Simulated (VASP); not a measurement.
A run of VASP 6.6.1 is set up as follows.

INCAR

```
  PREC = Accurate
  ENCUT = 520
  EDIFF = 1E-6
  ISMEAR = -1
  SIGMA = 0.05
  LREAL = F
  LASPH = T
  NELM = 60
  ALGO = Normal
  ISIF = 2
  LWAVE = F
  LCHARG = T
  GGA = PS
  LELF = T
  LVHAR = T
  NBANDS = 19
```

KPOINTS

```
regular mesh
0
Gamma
  12 12 7
```

The input POSCAR:

```
Ti
1.0
    2.9162152113      0.0000000000      0.0000000000
   -1.4581076057      2.5255164559      0.0000000000
    0.0000000000      0.0000000000      4.7242686424
Ti
2
Direct
    0.2933333333      0.6466666667      0.2200000000
    0.7066666667      0.3533333333      0.7800000000
```

Potentials or basis: VASP PAW PBE potentials, release 64 (Ti_sv).

Command:

```console
$ cat potpaw_PBE.64/Ti_sv/POTCAR > POTCAR
$ mpirun -np 1 vasp_std > vasp.out
```

Task: Estimate the largest force.

Result: 1.270 eV/Å.

Task: Estimate the pressure.

Result: -1.4 GPa.

Task: Predict the band gap on the k mesh.

Result: Zero (band 12 reaches 8.84 eV, above the bottom of band 13 at 7.87 eV).

Forces in eV/Å, atoms in the order of the input:
```
Ti   0.194  0.112  1.250
Ti  -0.194 -0.112 -1.250
```

Caveat: the cell differs from its parent crystal (shortest bond scaled by 0.88); the PAW data sets were made with another functional, which shifts forces and pressure a little.
